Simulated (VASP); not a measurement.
# Li4TmGe (P4mm) in VASP: relaxation of cell and atoms with PBE

Aim: the relaxation of cell and atoms of Li4TmGe with PBE.

All numbers are computed with VASP 6.6.1; they aren't measurements. Logs are shortened: lines on timing, memory, paths and dates and some standing lists are left out, and cuts for length are marked.

**1. The cell of the first run**

It takes space group P4mm (No. 99, tetragonal). Conventional cell: a = 4.058 Å, b = 4.058 Å, c = 5.932 Å, α = 90.00°, β = 90.00°, γ = 90.00°. Li (site symmetry 2mm) has 2 Tm at 2.03 Å and 1 Li at 2.38 Å within 2.7 Å. Within 2.7 Å of Li (site symmetry 2mm) lie 2 Ge at 2.03 Å and 1 Li at 2.38 Å. Within 2.7 Å of Tm (site symmetry 4mm) lie 4 Li at 2.03 Å and 1 Ge at 2.37 Å. Within 2.7 Å of Ge (site symmetry 4mm) lie 4 Li at 2.03 Å and 1 Tm at 2.37 Å.

The cell was generated, and may not be a known phase.

**2. Relaxation of cell and atoms, PBE**

Input file INCAR:

```
PREC     = Accurate       # precision mode
ENCUT    = 750            # plane-wave cutoff, eV
EDIFF    = 1E-7           # SCF threshold, eV
ISMEAR   = 0              # smearing method
SIGMA    = 0.2            # smearing width, eV
LREAL    = False          # projectors in reciprocal space
LASPH    = True           # aspherical terms in the spheres
NELM     = 200            # most SCF steps
ALGO     = Normal         # electronic algorithm
ISIF     = 3              # what is computed and relaxed
LWAVE    = False          # write WAVECAR
LCHARG   = False          # write CHGCAR
GGA      = PE             # functional
IBRION   = 2              # ionic algorithm
NSW      = 36             # ionic steps
EDIFFG   = -0.08          # ionic threshold
GGA_COMPAT= False        
NELMIN   = 4            
LMAXMIX  = 6              # l up to which the mixer works
```

Input file KPOINTS:

```
Automatic mesh
0
Gamma
  4 4 3
```

Input file POSCAR:

```
Li4TmGe
1.0
    4.0581940400      0.0000000000      0.0000000000
    0.0000000000      4.0581940400      0.0000000000
    0.0000000000      0.0000000000      5.9315534700
Li Tm Ge
4 1 1
Direct
    0.5000000000      0.0000000000      0.0590303000
    0.0000000000      0.5000000000      0.0590303000
    0.5000000000      0.0000000000      0.4606352000
    0.0000000000      0.5000000000      0.4606352000
    0.5000000000      0.5000000000      0.0806139200
    0.5000000000      0.5000000000      0.4805965900
```

Potentials or basis: VASP PAW PBE potentials, release 64 (Li_sv, Tm_3, Ge_d), 4f in core.

Command:

```sh
cat potpaw_PBE.64/Li_sv/POTCAR potpaw_PBE.64/Tm_3/POTCAR potpaw_PBE.64/Ge_d/POTCAR > POTCAR
mpirun -np 1 vasp_std > vasp.out
```

OUTCAR:

```text
PREC = Accurate
   ENCUT = 750
   EDIFF = 1E-7
   ISMEAR = 0
   LREAL = False
   LASPH = True
   NELM = 200
   ISIF = 3
   GGA = PE
   IBRION = 2
   NSW = 36
   EDIFFG = -0.08
   NELMIN = 4

 ion  position               nearest neighbor table
   1  0.500  0.000  0.059-   5 2.03   5 2.03   3 2.38
   2  0.000  0.500  0.059-   5 2.03   5 2.03   4 2.38
   3  0.500  0.000  0.461-   6 2.03   6 2.03   1 2.38   5 3.03   5 3.03
   4  0.000  0.500  0.461-   6 2.03   6 2.03   2 2.38   5 3.03   5 3.03
   5  0.500  0.500  0.081-   1 2.03   2 2.03   1 2.03   2 2.03   6 2.37   4 3.03   3 3.03   3 3.03
                             4 3.03
   6  0.500  0.500  0.481-   3 2.03   4 2.03   3 2.03   4 2.03   5 2.37

  LATTYP: Found a simple tetragonal cell.
 ALAT       =     4.0581940400
 C/A-ratio  =     1.4616239173

  Lattice vectors:

 A1 = (   4.0581940400,   0.0000000000,   0.0000000000)
 A2 = (   0.0000000000,   4.0581940400,   0.0000000000)
 A3 = (   0.0000000000,   0.0000000000,   5.9315534700)

Analysis of symmetry for initial positions (statically):
=====================================================================
 Subroutine PRICEL returns:
 Original cell was already a primitive cell.

 Routine SETGRP: Setting up the symmetry group for a
 simple tetragonal supercell.

 Subroutine GETGRP returns: Found  8 space group operations
 (whereof  8 operations were pure point group operations)
 out of a pool of 16 trial point group operations.

The static configuration has the point symmetry C_4v.

Analysis of symmetry for dynamics (positions and initial velocities):
=====================================================================
 Subroutine PRICEL returns:
 Original cell was already a primitive cell.

 Routine SETGRP: Setting up the symmetry group for a
 simple tetragonal supercell.

 Subroutine GETGRP returns: Found  8 space group operations
 (whereof  8 operations were pure point group operations)
 out of a pool of 16 trial point group operations.

The dynamic configuration has the point symmetry C_4v.

 Subroutine INISYM returns: Found  8 space group operations
 (whereof  8 operations are pure point group operations),
 and found     1 'primitive' translations

----------------------------------------------------------------------------------------

                                     Primitive cell

  volume of cell :      97.6864

  direct lattice vectors                    reciprocal lattice vectors
     4.058194040  0.000000000  0.000000000     0.246415028  0.000000000  0.000000000
     0.000000000  4.058194040  0.000000000     0.000000000  0.246415028  0.000000000
     0.000000000  0.000000000  5.931553470     0.000000000  0.000000000  0.168589899
[... 63 lines left out ...]
   total plane-waves  NPLWV =  69984
   dimension x,y,z NGX =    36 NGY =   36 NGZ =   54
   dimension x,y,z NGXF=    72 NGYF=   72 NGZF=  108
   ions per type =               4   1   1
   NGX,Y,Z   is equivalent  to a cutoff of  14.75, 14.75, 15.13 a.u.
   NGXF,Y,Z  is equivalent  to a cutoff of  29.50, 29.50, 30.27 a.u.
 SYSTEM =  unknown system
   PREC   = accura    normal or accurate (medium, high low for compatibility)
   ISTART =      0    job   : 0-new  1-cont  2-samecut
   ICHARG =      2    charge: 1-file 2-atom 10-const
   ISPIN  =      1    spin polarized calculation?
   LNONCOLLINEAR =      F non collinear calculations
   LSORBIT =      F    spin-orbit coupling
   LASPH  =      T    aspherical Exc in radial PAW
   ENCUT  =  750.0 eV  55.12 Ry    7.42 a.u.   9.06  9.06 13.25*2*pi/ulx,y,z
   NELM   =    200;   NELMIN=  4; NELMDL= -5     # of ELM steps
   EDIFF  = 0.1E-06   stopping-criterion for ELM
   LREAL  =      F    real-space projection
   EDIFFG = -.8E-01   stopping-criterion for IOM
   NSW    =     36    number of steps for IOM
   IBRION =      2    ionic relax: 0-MD 1-quasi-New 2-CG
   NFREE  =      1    steps in history (QN), initial steepest desc. (CG)
   ISIF   =      3    stress and relaxation
   ISYM   =      2    0-nonsym 1-usesym 2-fastsym
   POTIM  = 0.5000    time-step for ionic-motion
   TEBEG  =    0.0;   TEEND  =   0.0 temperature during run
   PSTRESS=    0.0 pullay stress
   NELECT =      35.0000    total number of electrons
   NUPDOWN=      -1.0000    fix difference up-down
   EMIN   =  10.00;   EMAX   =-10.00  energy-range for DOS
   EFERMI =   0.00;   METHOD = LEGACY
   ISMEAR =     0;   SIGMA  =   0.20  broadening in eV -4-tet -1-fermi 0-gaus
   EFERMI_NEDOS =   21; number of points for ismear=-14 and -15
   IALGO  =     38    algorithm
   IMIX   =      4    mixing-type and parameters
     AMIX     =   0.40;   BMIX     =  1.00
     AMIX_MAG =   1.60;   BMIX_MAG =  1.00
  volume/ion in A,a.u.               =      16.28       109.87
  Fermi-wavevector in a.u.,A,eV,Ry     =   1.162749  2.197278 18.394891  1.351986
  Thomas-Fermi vector in A             =   2.299307
   LORBIT       =      0    0 simple, 1 ext, 2 COOP (PROOUT), +10 PAW based schemes
   GGA     = PE    functional components
   LHFCALC =     F    Hartree Fock is set to
   AEXX    =    0.0000 exact exchange contribution
   IVDW    =     0    specifies the selected vdW correction
   LEPSILON=     F    determine dielectric tensor
   LRPA    =     F    only Hartree local field effects (RPA)
 conjugate gradient relaxation of ions
 non-spin polarized calculation
 Gauss-broadening in eV      SIGMA  =   0.20
  energy-cutoff  :      750.00
  volume of cell :       97.69
 maximum number of plane-waves:      4600
   NGX = 19   NGY = 19   NGZ = 27

--------------------------------------- Ionic step        1  -------------------------------------------

 number of electron      34.9999993 magnetization

 Free energy of the ion-electron system (eV)
  ---------------------------------------------------
  ext. energy  EPLUGINS =         0.00000000
  ---------------------------------------------------
  free energy    TOTEN  =        -6.22801950 eV

  energy without entropy =       -6.18757762  energy(sigma->0) =       -6.20779856

 E-fermi :   3.1444     XC(G=0):  -9.0101

 val. band max:        3.0348206590   @ k =   0.5000   0.2500   0.0000
 cond. band min:       3.1620955743   @ k =   0.5000   0.5000   0.0000
 fundamental gap:      0.1272749153
 Fermi energy:         3.1444386026
[... 697 lines left out ...]
     20      -0.0191      0.85526
     21       0.5465      0.00003

[... ionic steps 4 to 11 ...]

--------------------------------------- Ionic step       12  -------------------------------------------

 number of electron      35.0000094 magnetization

------------------------ aborting loop because EDIFF is reached ----------------------------------------
[... 75 lines left out ...]
--------------------------------------- Ionic step       14  -------------------------------------------

 number of electron      35.0000058 magnetization

 Free energy of the ion-electron system (eV)
  ---------------------------------------------------
  ext. energy  EPLUGINS =         0.00000000
  ---------------------------------------------------
  free energy    TOTEN  =       -14.48438970 eV

  energy without entropy =      -14.39904967  energy(sigma->0) =      -14.44171968

 E-fermi :   0.6661     XC(G=0):  -7.1737

 val. band max:        0.5206695651   @ k =   0.5000   0.2500   0.3333
 cond. band min:       0.6889340488   @ k =   0.2500   0.0000   0.3333
 fundamental gap:      0.1682644837
 Fermi energy:         0.6660620061
[... 319 lines left out ...]
  FREE ENERGIE OF THE ION-ELECTRON SYSTEM (eV)
  ---------------------------------------------------
  free  energy   TOTEN  =       -14.4843896962 eV

  energy  without entropy=      -14.3990496660  energy(sigma->0) =      -14.44171968

 reached required accuracy - stopping structural energy minimisation
```

OSZICAR:

```text
N       E                     dE             d eps       ncg     rms          rms(c)
DAV:   1     0.327104373557E+03    0.32710E+03   -0.20438E+04   519   0.312E+03
DAV:   2     0.562033480917E+02   -0.27090E+03   -0.26677E+03   504   0.759E+02
DAV:   3     0.324908835763E+01   -0.52954E+02   -0.51986E+02   799   0.201E+02
[... 183 lines left out ...]
DAV:   6    -0.144843861891E+02   -0.13051E-04   -0.18824E-04   854   0.101E-01    0.251E-02
DAV:   7    -0.144843887913E+02   -0.26022E-05   -0.11050E-05   700   0.299E-02    0.453E-03
DAV:   8    -0.144843892010E+02   -0.40967E-06   -0.11949E-06   691   0.690E-03    0.289E-03
DAV:   9    -0.144843896653E+02   -0.46433E-06   -0.52533E-07   556   0.559E-03    0.685E-04
DAV:  10    -0.144843896962E+02   -0.30864E-07   -0.73580E-08   341   0.240E-03
  14 F= -.14484390E+02 E0= -.14441720E+02  d E =-.715410E-02
```

Wall time 4 min (1 thread of Intel Xeon 6975P-C (Granite Rapids), shared host); peak memory 0.29 GiB.

Results:

| Item | Value |
| --- | --- |
| Free energy | -14.4844 eV |
| Relaxed volume | 28.66 Å³/atom |
| Relaxed cell | a = 5.546 Å, b = 5.546 Å, c = 5.590 Å, α = 90.00°, β = 90.00°, γ = 90.00° |
| Space group after relaxing (to 0.1 Å) | P4/mmm (No. 123) |
| Energy gained by relaxing | 1376.1 meV/atom |
| Ionic steps | 14 |
| Pressure after relaxing | 0.0 GPa |
| Largest force after relaxing | 0.076 eV/Å |
| Band gap on the k mesh | zero (an odd number of electrons rules out a gap without spin polarisation) |

Forces in eV/Å, atoms in the order of the input:
```
Li   0.000  0.000  0.011
Li   0.000  0.000  0.011
Li   0.000  0.000  0.050
Li   0.000  0.000  0.050
Tm   0.000  0.000 -0.046
Ge   0.000  0.000 -0.076
```

Stress tensor (GPa, compression positive):
```
 0.04  0.00  0.00
 0.00  0.04  0.00
 0.00  0.00 -0.18
```

The path:
```
step  energy change (eV)  largest force (eV/Å)  pressure (GPa)  volume (Å³)
   1              0.0000                3.5300           30.73        97.69
   2             -6.6494                0.6827            3.83       147.62
   3             -7.3127                0.5110            0.44       168.47
   4             -7.2486                0.5219           -3.31       215.03
   5             -7.4811                0.5122           -1.75       190.40
   6             -7.8908                0.6587           -1.22       183.35
   7             -7.9715                0.7456           -0.63       179.40
   8             -7.9724                0.7588           -0.52       178.79
   9             -8.0939                0.5829           -0.03       174.06
  10             -8.1761                0.3547            1.87       160.40
  11             -8.1968                0.3287            1.19       164.61
  12             -8.2467                0.1507           -0.01       170.99
  13             -8.2492                0.1120            0.19       169.75
  14             -8.2564                0.0761           -0.03       171.95
```

Final structure:
```
Li Tm Ge
1.0
     5.54628    0.00000    0.00000
     0.00000    5.54628    0.00000
     0.00000    0.00000    5.58996
Li Tm Ge
4 1 1
Cartesian
  2.7731 0.0000 0.1173
  0.0000 2.7731 0.1173
  2.7731 5.5463 2.8815
  0.0000 2.7731 2.8815
  2.7731 2.7731 0.0760
  2.7731 2.7731 2.8733
```

Caveat: the k points lie up to 0.37 Å⁻¹ apart in the final cell, too coarse for converged energies and pressures of a metal; the volume moved by over 15 % at a fixed basis, so the end points are rough; spin-orbit coupling is left out, which moves the levels of the heavy elements; the 4f electrons are frozen in the core, so they carry no moment and show no levels; the relaxation stopped at a loose force limit of 0.08 eV/Å, so its end isn't a converged minimum. Spin polarisation is off, so any magnetic state and its effect on volume and gap are missing.

The gap in the log of VASP goes by the Fermi energy; the results here count the filled bands.